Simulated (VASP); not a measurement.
# Ga4S (Pm-3m) in VASP: a series of runs

The runs below take Ga4S through single point, relaxation of cell and atoms, with PBE.

All numbers are computed with VASP 6.6.1; they aren't measurements. Logs are shortened: lines on timing, memory, paths and dates and some standing lists are left out, and cuts for length are marked.

## 1. The cell of the first run

Symmetry: Pm-3m, No. 221, cubic system. Conventional cell: a = 4.994 Å, b = 4.994 Å, c = 4.994 Å, α = 90.00°, β = 90.00°, γ = 90.00°. Within 4.6 Å of Ga (site symmetry m-3m) lie 12 Ga at 3.53 Å and 8 S at 4.32 Å. Ga (site symmetry 4/mmm) has 2 S at 2.50 Å within 3.3 Å. S (site symmetry m-3m) has 6 Ga at 2.50 Å within 3.3 Å.

## 2. Single point, PBE

Contents of INCAR:

```
PREC = Accurate ; ENCUT = 520
EDIFF = 1E-7 ; ISMEAR = 0
SIGMA = 0.1 ; LREAL = False
LASPH = True ; NELM = 100
ALGO = Normal ; ISIF = 2
LWAVE = False ; LCHARG = False
GGA = PE ; NBANDS = 37
```

Contents of KPOINTS:

```
Automatic mesh
0
Gamma
  8 8 8
```

Contents of POSCAR:

```
Ga4S
1.0
    4.9939600339      0.0000000000      0.0000000000
    0.0000000000      4.9939600339      0.0000000000
    0.0000000000      0.0000000000      4.9939600339
Ga S
4 1
Direct
    0.0000000000      0.0000000000      0.0000000000
    0.5000000000      0.5000000000      0.0000000000
    0.5000000000      0.0000000000      0.5000000000
    0.0000000000      0.5000000000      0.5000000000
    0.5000000000      0.5000000000      0.5000000000
```

Potentials or basis: VASP PAW PBE potentials, release 64 (Ga_d, S).

Command:

```bash
$ cat potpaw_PBE.64/Ga_d/POTCAR potpaw_PBE.64/S/POTCAR > POTCAR
$ mpirun -np 1 vasp_std > vasp.out
```

OUTCAR:

```text
PREC = Accurate
   ENCUT = 520
   EDIFF = 1E-7
   ISMEAR = 0
   LREAL = False
   LASPH = True
   NELM = 100
   ISIF = 2
   GGA = PE

 ion  position               nearest neighbor table
   1  0.000  0.000  0.000-
   2  0.500  0.500  0.000-   5 2.50   5 2.50
   3  0.500  0.000  0.500-   5 2.50   5 2.50
   4  0.000  0.500  0.500-   5 2.50   5 2.50
   5  0.500  0.500  0.500-   2 2.50   3 2.50   4 2.50   2 2.50   3 2.50   4 2.50

  LATTYP: Found a simple cubic cell.
 ALAT       =     4.9939600339

  Lattice vectors:

 A1 = (   4.9939600339,   0.0000000000,   0.0000000000)
 A2 = (   0.0000000000,   4.9939600339,   0.0000000000)
 A3 = (   0.0000000000,   0.0000000000,   4.9939600339)

Analysis of symmetry for initial positions (statically):
=====================================================================
 Subroutine PRICEL returns:
 Original cell was already a primitive cell.

 Routine SETGRP: Setting up the symmetry group for a
 simple cubic supercell.

 Subroutine GETGRP returns: Found 48 space group operations
[... 9 lines left out ...]

 Routine SETGRP: Setting up the symmetry group for a
 simple cubic supercell.

 Subroutine GETGRP returns: Found 48 space group operations
[... 11 lines left out ...]
                                     Primitive cell

  volume of cell :     124.5475

  direct lattice vectors                    reciprocal lattice vectors
     4.993960034  0.000000000  0.000000000     0.200241891  0.000000000  0.000000000
     0.000000000  4.993960034  0.000000000     0.000000000  0.200241891  0.000000000
     0.000000000  0.000000000  4.993960034     0.000000000  0.000000000  0.200241891

  length of vectors
     4.993960034  4.993960034  4.993960034     0.200241891  0.200241891  0.200241891

  position of ions in fractional coordinates (direct lattice)
     0.000000000  0.000000000  0.000000000
     0.500000000  0.500000000  0.000000000
     0.500000000  0.000000000  0.500000000
     0.000000000  0.500000000  0.500000000
     0.500000000  0.500000000  0.500000000

  ion indices of the primitive-cell ions
   primitive index   ion index
                 1           1
                 2           2
                 3           3
                 4           4
                 5           5

----------------------------------------------------------------------------------------

 KPOINTS: Automatic mesh
[... 65 lines left out ...]
   LASPH  =      T    aspherical Exc in radial PAW
   ENCUT  =  520.0 eV  38.22 Ry    6.18 a.u.   9.29  9.29  9.29*2*pi/ulx,y,z
   NELM   =    100;   NELMIN=  2; NELMDL= -5     # of ELM steps
   EDIFF  = 0.1E-06   stopping-criterion for ELM
   LREAL  =      F    real-space projection
   EDIFFG = 0.1E-05   stopping-criterion for IOM
   NSW    =      0    number of steps for IOM
   IBRION =     -1    ionic relax: 0-MD 1-quasi-New 2-CG
   NFREE  =      0    steps in history (QN), initial steepest desc. (CG)
   ISIF   =      2    stress and relaxation
   ISYM   =      2    0-nonsym 1-usesym 2-fastsym
   POTIM  = 0.5000    time-step for ionic-motion
   TEBEG  =    0.0;   TEEND  =   0.0 temperature during run
   PSTRESS=    0.0 pullay stress
   NELECT =      58.0000    total number of electrons
   NUPDOWN=      -1.0000    fix difference up-down
   EMIN   =  10.00;   EMAX   =-10.00  energy-range for DOS
   EFERMI =   0.00;   METHOD = LEGACY
   ISMEAR =     0;   SIGMA  =   0.10  broadening in eV -4-tet -1-fermi 0-gaus
   EFERMI_NEDOS =   21; number of points for ismear=-14 and -15
   IALGO  =     38    algorithm
   IMIX   =      4    mixing-type and parameters
     AMIX     =   0.40;   BMIX     =  1.00
     AMIX_MAG =   1.60;   BMIX_MAG =  1.00
  volume/ion in A,a.u.               =      24.91       168.10
  Fermi-wavevector in a.u.,A,eV,Ry     =   1.268934  2.397938 21.908019  1.610194
  Thomas-Fermi vector in A             =   2.402002
   LORBIT       =      0    0 simple, 1 ext, 2 COOP (PROOUT), +10 PAW based schemes
   GGA     = PE    functional components
   LHFCALC =     F    Hartree Fock is set to
   AEXX    =    0.0000 exact exchange contribution
   IVDW    =     0    specifies the selected vdW correction
   LEPSILON=     F    determine dielectric tensor
   LRPA    =     F    only Hartree local field effects (RPA)
 non-spin polarized calculation
 Gauss-broadening in eV      SIGMA  =   0.10
  energy-cutoff  :      520.00
  volume of cell :      124.55
 maximum number of plane-waves:      3407
 NGX is ok and might be reduce to    40
   NGX = 19   NGY = 19   NGZ = 19

 number of electron      58.0000005 magnetization

 Free energy of the ion-electron system (eV)
  ---------------------------------------------------
  ext. energy  EPLUGINS =         0.00000000
  ---------------------------------------------------
  free energy    TOTEN  =       -13.88782415 eV

  energy without entropy =      -13.87016086  energy(sigma->0) =      -13.87899250

 E-fermi :   3.5096     XC(G=0):  -9.4189

 val. band max:        3.5024192885   @ k =   0.5000   0.1250   0.0000
 cond. band min:       3.5096970641   @ k =   0.3750   0.0000   0.0000
 fundamental gap:      0.0072777756
 Fermi energy:         3.5096357485

 k-point     1 :       0.0000    0.0000    0.0000
  band No.  band energies     occupation
      1     -12.1775      2.00000
      2     -11.4689      2.00000
      3     -11.4689      2.00000
      4     -11.4689      2.00000
      5     -11.4537      2.00000
      6     -11.4537      2.00000
[... 949 lines left out ...]
     36       8.0244      0.00000
     37       8.4093      0.00000

 [... further k-points ...]

------------------------ aborting loop because EDIFF is reached ----------------------------------------

  FORCE on cell =-STRESS in cart. coord.  units (eV):
  Direction    XX          YY          ZZ          XY          YZ          ZX
  --------------------------------------------------------------------------------------
  -------------------------------------------------------------------------------------
  Total        0.0457022      0.0457022      0.0457022     -0.0000000     -0.0000000     -0.0000000
  in kB        0.5879121      0.5879121      0.5879121     -0.0000000     -0.0000000     -0.0000000
  external PRESSURE =       0.5879121 kB  Pullay stress =       0.0000000 kB

 VOLUME and BASIS-vectors are now :
 -----------------------------------------------------------------------------
  energy-cutoff  :      520.00
  volume of cell :      124.55
      direct lattice vectors                 reciprocal lattice vectors
     4.993960034  0.000000000  0.000000000     0.200241891  0.000000000  0.000000000
     0.000000000  4.993960034  0.000000000     0.000000000  0.200241891  0.000000000
     0.000000000  0.000000000  4.993960034     0.000000000  0.000000000  0.200241891

 POSITION                                       TOTAL-FORCE (eV/Angst)
 -----------------------------------------------------------------------------------
      0.00000      0.00000      0.00000         0.000000      0.000000      0.000000
      2.49698      2.49698      0.00000         0.000000      0.000000      0.000000
      2.49698      0.00000      2.49698         0.000000      0.000000      0.000000
      0.00000      2.49698      2.49698         0.000000      0.000000      0.000000
      2.49698      2.49698      2.49698         0.000000      0.000000      0.000000
 -----------------------------------------------------------------------------------
    total drift:                               -0.000000     -0.000000     -0.000000

  FREE ENERGIE OF THE ION-ELECTRON SYSTEM (eV)
  ---------------------------------------------------
  free  energy   TOTEN  =       -13.8878241503 eV

  energy  without entropy=      -13.8701608564  energy(sigma->0) =      -13.87899250
```

stdout:

```text
POSCAR found type information on POSCAR GaS
 POSCAR found :  2 types and       5 ions
 scaLAPACK will be used
 LDA part: xc-table for (Slater+PW92), standard interpolation
 POSCAR, INCAR and KPOINTS ok, starting setup
 FFT: planning ... GRIDC
 FFT: planning ... GRID_SOFT
 FFT: planning ... GRID
 WAVECAR not read
 entering main loop
```

Run time: 58 s. Hardware: 1 thread of Intel Xeon 6975P-C (Granite Rapids), shared host; peak memory 0.3 GiB.

Results:

```
Free energy            : -13.8878 eV
Pressure               : 0.1 GPa
Band gap on the k mesh : zero (band 29 reaches 4.20 eV, above the bottom of band 30 at 2.60 eV)
```

## 3. Relaxation of cell and atoms, PBE

Contents of INCAR:

```
PREC = Accurate
ENCUT = 600
EDIFF = 1E-6
ISMEAR = 0
SIGMA = 0.1
LREAL = F
LASPH = T
NELM = 100
ALGO = Normal
ISIF = 3
LWAVE = F
LCHARG = F
GGA = PE
IBRION = 2
NSW = 100
EDIFFG = -0.01
```

KPOINTS is that of step 2.

POSCAR is that of step 2.

Potentials or basis: VASP PAW PBE potentials, release 64 (Ga_d, S).

Command:

```bash
$ cat potpaw_PBE.64/Ga_d/POTCAR potpaw_PBE.64/S/POTCAR > POTCAR
$ mpirun -np 1 vasp_std > vasp.out
```

It took 54 s on 1 thread of Intel Xeon 6975P-C (Granite Rapids), shared host; peak memory 0.31 GiB.

Results (log left out):

| Quantity | Value |
| --- | --- |
| Free energy | -13.8875 eV |
| Pressure after relaxing | 0.0 GPa |
| Band gap on the k mesh | zero (band 29 reaches 4.20 eV, above the bottom of band 30 at 2.60 eV) |

Final structure:
```
Ga S
1.0
     4.99396    0.00000    0.00000
     0.00000    4.99396    0.00000
     0.00000    0.00000    4.99396
Ga S
4 1
Direct
  0.00000 0.00000 0.00000
  0.50000 0.50000 0.00000
  0.50000 0.00000 0.50000
  0.00000 0.50000 0.50000
  0.50000 0.50000 0.50000
```

Levels at points of the mesh, in eV from the Fermi level:
```tsv
k point	band 27	band 28	band 29	band 30	band 31	band 32
(0.00, 0.00, 0.00)	-4.09	-2.12	0.43	0.43	0.43	3.19
(0.50, 0.00, 0.00)	-3.89	-0.10	-0.10	0.74	1.35	2.58
(0.50, 0.50, 0.00)	-0.58	-0.58	0.26	1.12	1.12	1.36
(0.50, 0.50, 0.50)	-2.47	-2.47	0.69	0.69	0.69	3.42
```

Caveat: the relaxation stopped at its first step, so nothing moved.
